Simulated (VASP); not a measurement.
A run of VASP 6.6.1 is set up as follows.

File POSCAR:

```
As
1.0
    1.8797500000      1.0852741700      3.4857666700
   -1.8797500000      1.0852741700      3.4857666700
    0.0000000000     -2.1705483400      3.4857666700
As
2
Direct
    0.2275400000      0.2275400000      0.2275400000
    0.7724600000      0.7724600000      0.7724600000
```

INCAR.step1

```
  ALGO = Normal
  EDIFF = 1E-4
  ENCUT = 520
  GGA = PE
  ISMEAR = 0
  LASPH = True
  LCHARG = False
  LREAL = False
  LWAVE = True
  NBANDS = 12
  NELM = 80
  PREC = Accurate
  SIGMA = 0.1
```

INCAR.step2

```
  ALGO = Normal
  BPARAM = 11.95
  CPARAM = 0.0093
  EDIFF = 1E-7
  ENCUT = 520
  ISIF = 2
  ISMEAR = 0
  ISTART = 1
  IVDW_NL = 2
  LASPH = True
  LCHARG = False
  LMIXTAU = True
  LREAL = False
  LUSE_VDW = True
  LWAVE = False
  METAGGA = R2SCAN
  NBANDS = 12
  NELM = 80
  PREC = Accurate
  SIGMA = 0.1
```

Contents of KPOINTS:

```
k-points
0
Gamma
  6 6 6
```

Potentials or basis: VASP PAW PBE potentials, release 64 (As).

Run with:

```bash
$ cat potpaw_PBE.64/As/POTCAR > POTCAR
$ cp INCAR.step1 INCAR
$ mpirun -np 1 vasp_std > vasp.out
$ cp INCAR.step2 INCAR
$ mpirun -np 1 vasp_std > vasp.out
```

Question: Estimate the band gap on the k mesh.

Answer: Zero (band 5 reaches 5.50 eV, above the bottom of band 6 at 5.28 eV).

Question: Predict the largest force.

Answer: 0.103 eV/Å.

Question: What does it give for the pressure?

Answer: 1.0 GPa.

Stress tensor (GPa, compression positive):
```
1.30 0.00 0.00
0.00 1.30 0.00
0.00 0.00 0.52
```

Caveat: the PAW data sets were made with another functional, which shifts forces and pressure a little.
